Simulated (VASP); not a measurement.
# TiAl in VASP: a series of runs, part 2 of 2

VASP 6.6.1. Earlier steps stand in the parts before.

### Step 3. Single point, PBEsol (normal strain along x +0.0367, normal strain along y +0.0733)

INCAR

```
SYSTEM = TiAl
  PREC = Accurate
  ENCUT = 520
  EDIFF = 1E-6
  ISMEAR = 0
  SIGMA = 0.15
  LREAL = .False.
  LASPH = .True.
  NELM = 60
  ALGO = Fast
  ISIF = 2
  LWAVE = .False.
  LCHARG = .True.
  GGA = PS
  LELF = .True.
  LVHAR = .True.
  NBANDS = 14
```

KPOINTS

```
Automatic mesh
0
Gamma
  14 14 14
  0 0 0
```

POSCAR

```
TiAl
1.0
    3.2722149480      0.0000000000      0.0000000000
    0.0000000000      3.3877383078      0.0000000000
    0.0000000000      0.0000000000      3.1563759506
Ti Al
1 1
Direct
    0.0000000000      0.0000000000      0.0000000000
    0.5000000000      0.5000000000      0.5000000000
```

Potentials or basis: VASP PAW PBE potentials, release 64 (Ti_sv, Al).

Launch:

```
> cat potpaw_PBE.64/Ti_sv/POTCAR potpaw_PBE.64/Al/POTCAR > POTCAR
> mpirun -np 1 vasp_std > vasp.out
```

OUTCAR:

```text
SYSTEM = TiAl
   PREC = Accurate
   ENCUT = 520
   EDIFF = 1E-6
   ISMEAR = 0
   LREAL = .False.
   LASPH = .True.
   NELM = 60
   ISIF = 2
   GGA = PS

 ion  position               nearest neighbor table
   1  0.000  0.000  0.000-   2 2.83   2 2.83   2 2.83   2 2.83   2 2.83   2 2.83   2 2.83   2 2.83

   2  0.500  0.500  0.500-   1 2.83   1 2.83   1 2.83   1 2.83   1 2.83   1 2.83   1 2.83   1 2.83

  LATTYP: Found a simple orthorhombic cell.
 ALAT       =     3.1563759506
 B/A-ratio  =     1.0367000000
 C/A-ratio  =     1.0733000000

  Lattice vectors:

[... 588 lines left out ...]
     10       9.4152      0.00000
     11      10.4341      0.00000
     12      13.4382      0.00000
     13      14.3974      0.00000
     14      16.4957      0.00000

 [... further k-points ...]
[... 5 lines left out ...]
  --------------------------------------------------------------------------------------
  -------------------------------------------------------------------------------------
  Total       -2.4136499     -1.6898009     -2.4966478      0.0000000      0.0000000     -0.0000000
  in kB     -110.5209099    -77.3758988   -114.3213791      0.0000000      0.0000000     -0.0000000
  external PRESSURE =    -100.7393959 kB  Pullay stress =       0.0000000 kB

 VOLUME and BASIS-vectors are now :
 -----------------------------------------------------------------------------
  energy-cutoff  :      520.00
  volume of cell :       34.99
      direct lattice vectors                 reciprocal lattice vectors
     3.272214948  0.000000000  0.000000000     0.305603396  0.000000000  0.000000000
     0.000000000  3.387738308  0.000000000     0.000000000  0.295182186  0.000000000
     0.000000000  0.000000000  3.156375951     0.000000000  0.000000000  0.316819040

 POSITION                                       TOTAL-FORCE (eV/Angst)
 -----------------------------------------------------------------------------------
      0.00000      0.00000      0.00000         0.000000      0.000000      0.000000
      1.63611      1.69387      1.57819         0.000000      0.000000      0.000000
 -----------------------------------------------------------------------------------
    total drift:                                0.000000      0.000000      0.000000

  FREE ENERGIE OF THE ION-ELECTRON SYSTEM (eV)
  ---------------------------------------------------
  free  energy   TOTEN  =       -12.8757406209 eV

  energy  without entropy=      -12.8442797663  energy(sigma->0) =      -12.86001019
```

OSZICAR:

```text
N       E                     dE             d eps       ncg     rms          rms(c)
DAV:   1     0.986586513858E+02    0.98659E+02   -0.71010E+03 14366   0.107E+03
DAV:   2    -0.900856435992E+01   -0.10767E+03   -0.10402E+03 14762   0.297E+02
DAV:   3    -0.145928470582E+02   -0.55843E+01   -0.54129E+01 22386   0.648E+01
[... 17 lines left out ...]
RMM:  21    -0.128757351271E+02   -0.22006E-05   -0.27931E-05 16850   0.220E-02    0.207E-03
RMM:  22    -0.128757373708E+02   -0.22437E-05   -0.23828E-05 14237   0.152E-02    0.234E-03
RMM:  23    -0.128757386806E+02   -0.13098E-05   -0.13131E-05 12204   0.111E-02    0.133E-03
RMM:  24    -0.128757399136E+02   -0.12331E-05   -0.12716E-05 12700   0.956E-03    0.275E-04
RMM:  25    -0.128757406209E+02   -0.70724E-06   -0.74205E-06 10517   0.813E-03
   1 F= -.12875741E+02 E0= -.12860010E+02  d E =-.314609E-01
```

stdout:

```text
POSCAR found type information on POSCAR TiAl
 POSCAR found :  2 types and       2 ions
 scaLAPACK will be used
 -----------------------------------------------------------------------------
|                                                                             |
|                                                                             |
|     You enforced a specific xc type in the INCAR file but a different       |
|     I HOPE YOU KNOW WHAT YOU ARE DOING!                                     |
|                                                                             |
 -----------------------------------------------------------------------------

 LDA part: xc-table for (Slater+PW92), standard interpolation
 POSCAR, INCAR and KPOINTS ok, starting setup
 FFT: planning ... GRIDC
 FFT: planning ... GRID_SOFT
 FFT: planning ... GRID
 WAVECAR not read
 entering main loop
WARNING in EDDRMM: call to ZHEGV failed, returncode =   6  3      5
WARNING in EDDRMM: call to ZHEGV failed, returncode =   8  4     13
WARNING in EDDRMM: call to ZHEGV failed, returncode =   6  3     11
WARNING in EDDRMM: call to ZHEGV failed, returncode =   8  4      5
WARNING in EDDRMM: call to ZHEGV failed, returncode =   8  4      6
WARNING in EDDRMM: call to ZHEGV failed, returncode =   8  4     13
WARNING in EDDRMM: call to ZHEGV failed, returncode =   8  4      5
WARNING in EDDRMM: call to ZHEGV failed, returncode =   6  3     11
```

It took 2.2 min on 1 thread of Intel Xeon 6975P-C (Granite Rapids), shared host; peak memory 0.35 GiB.

What came out:

| Property | Result |
| --- | --- |
| Free energy | -12.8757 eV |
| Pressure | -10.1 GPa |

Caveat: the cell differs from its parent crystal (normal strain along x +0.0367, normal strain along y +0.0733); the PAW data sets were made with another functional, which shifts forces and pressure a little.

### Step 4. Single point, PBEsol (normal strain along x +0.0733, normal strain along y +0.0733)

INCAR

```
SYSTEM = TiAl
PREC = Accurate ; ENCUT = 520
EDIFF = 1E-7 ; ISMEAR = 0
SIGMA = 0.15 ; LREAL = .False.
LASPH = .True. ; NELM = 100
ALGO = Fast ; ISIF = 2
LWAVE = .False. ; LCHARG = .True.
GGA = PS ; LELF = .True.
LVHAR = .True. ; NBANDS = 14
```

KPOINTS is that of step 3.

POSCAR

```
TiAl
1.0
    3.3877383079      0.0000000000      0.0000000000
    0.0000000000      3.3877383079      0.0000000000
    0.0000000000      0.0000000000      3.1563759507
Ti Al
1 1
Direct
    0.0000000000      0.0000000000      0.0000000000
    0.5000000000      0.5000000000      0.5000000000
```

Launch:

```
> cat potpaw_PBE.64/Ti_sv/POTCAR potpaw_PBE.64/Al/POTCAR > POTCAR
> mpirun -np 1 vasp_std > vasp.out
```

Run time: 4.4 min. Hardware: 1 thread of Intel Xeon 6975P-C (Granite Rapids), shared host; peak memory 0.27 GiB.

Results (log left out):

- Free energy: -12.7876 eV
- Pressure: -12.4 GPa

Stress tensor (GPa, compression positive):
```
-11.71   0.00   0.00
  0.00 -11.71   0.00
  0.00   0.00 -13.83
```

Levels at points of the mesh, in eV from the Fermi level:
| k point | band 6 | band 7 | band 8 | band 9 | band 10 | band 11 |
| --- | --- | --- | --- | --- | --- | --- |
| (0.00, 0.00, 0.00) | -1.22 | -1.10 | 1.36 | 1.69 | 1.69 | 3.34 |
| (0.50, 0.00, 0.00) | -4.86 | -0.47 | -0.12 | 0.61 | 1.82 | 2.34 |
| (0.50, 0.50, 0.00) | -2.20 | -2.20 | -1.43 | 0.98 | 0.98 | 2.19 |
| (0.00, 0.00, 0.50) | -4.68 | -0.29 | -0.06 | -0.06 | 1.60 | 3.01 |
| (0.50, 0.00, 0.50) | -2.04 | -1.69 | -1.22 | 0.44 | 0.57 | 2.39 |
| (0.50, 0.50, 0.50) | -2.68 | -2.68 | 0.08 | 2.27 | 2.55 | 2.60 |

Caveat: the cell differs from its parent crystal (normal strain along x +0.0733, normal strain along y +0.0733); the PAW data sets were made with another functional, which shifts forces and pressure a little.

### Step 5. Single point, PBEsol (normal strain along x -0.0733, normal strain along y -0.0733)

INCAR

```
PREC     = Accurate       # precision mode
ENCUT    = 520            # plane-wave cutoff, eV
EDIFF    = 1E-6           # SCF threshold, eV
ISMEAR   = 0              # smearing method
SIGMA    = 0.15           # smearing width, eV
LREAL    = F              # projectors in reciprocal space
LASPH    = T              # aspherical terms in the spheres
NELM     = 80             # most SCF steps
ALGO     = Normal         # electronic algorithm
ISIF     = 2              # what is computed and relaxed
LWAVE    = F              # write WAVECAR
LCHARG   = T              # write CHGCAR
GGA      = PS             # functional
LELF     = T              # ELF
LVHAR    = T            
NBANDS   = 14             # bands
```

KPOINTS

```
regular mesh
0
Gamma
  14 14 14
```

POSCAR

```
TiAl
1.0
    2.9250135935      0.0000000000      0.0000000000
    0.0000000000      2.9250135935      0.0000000000
    0.0000000000      0.0000000000      3.1563759507
Ti Al
1 1
Direct
    0.0000000000      0.0000000000      0.0000000000
    0.5000000000      0.5000000000      0.5000000000
```

Launch:

```
> cat potpaw_PBE.64/Ti_sv/POTCAR potpaw_PBE.64/Al/POTCAR > POTCAR
> mpirun -np 1 vasp_std > vasp.out
```

Run time: 54 s. Hardware: 1 thread of Intel Xeon 6975P-C (Granite Rapids), shared host; peak memory 0.23 GiB.

It converged, with:

| Quantity | Value |
| --- | --- |
| Free energy | -12.7081 eV |
| Pressure | 24.4 GPa |

Stress tensor (GPa, compression positive):
```
22.35  0.00  0.00
 0.00 22.35  0.00
 0.00  0.00 28.64
```

Levels at points of the mesh, in eV from the Fermi level:
| k point | band 4 | band 5 | band 6 | band 7 | band 8 | band 9 | band 10 | band 11 | band 12 | band 13 |
| --- | --- | --- | --- | --- | --- | --- | --- | --- | --- | --- |
| (0.00, 0.00, 0.00) | -32.46 | -9.96 | -1.98 | -1.71 | 2.16 | 2.16 | 2.60 | 3.96 | 6.22 | 6.22 |
| (0.50, 0.00, 0.00) | -32.42 | -5.84 | -5.57 | -0.64 | -0.43 | 0.61 | 2.49 | 4.23 | 6.65 | 9.19 |
| (0.50, 0.50, 0.00) | -32.52 | -5.13 | -1.71 | -1.71 | -1.55 | 0.38 | 0.38 | 3.82 | 6.51 | 6.52 |
| (0.00, 0.00, 0.50) | -32.44 | -6.66 | -5.71 | -0.83 | 0.57 | 0.57 | 2.78 | 3.16 | 6.87 | 11.13 |
| (0.50, 0.00, 0.50) | -32.40 | -5.60 | -2.39 | -1.86 | -1.66 | 1.01 | 1.19 | 3.27 | 5.83 | 6.25 |
| (0.50, 0.50, 0.50) | -32.71 | -3.60 | -3.57 | -3.57 | 1.86 | 3.23 | 3.36 | 3.75 | 3.75 | 3.86 |

Caveat: the cell differs from its parent crystal (normal strain along x -0.0733, normal strain along y -0.0733); the PAW data sets were made with another functional, which shifts forces and pressure a little.

### Step 6. Summary

```tsv
cell	gap on the mesh (eV)	pressure (GPa)
a = 3.041, b = 3.272, c = 3.156 Å, 2 atoms	none	0.3
a = 3.272, b = 3.388, c = 3.156 Å, 2 atoms	none	-10.1
a = 3.388, b = 3.388, c = 3.156 Å, 2 atoms	none	-12.4
a = 2.925, b = 2.925, c = 3.156 Å, 2 atoms	none	24.4
```

Alike in all rows: task single point; level PBEsol; potentials or basis VASP PAW PBE potentials, release 64 (Ti_sv, Al); no spin polarisation; k mesh 14 × 14 × 14; cutoff (eV) 520; smearing gaussian 0.15 eV.

Caveats: the PAW data sets were made with another functional, which shifts forces and pressure a little.

Absolute energies hang on the potentials; compare differences alone.
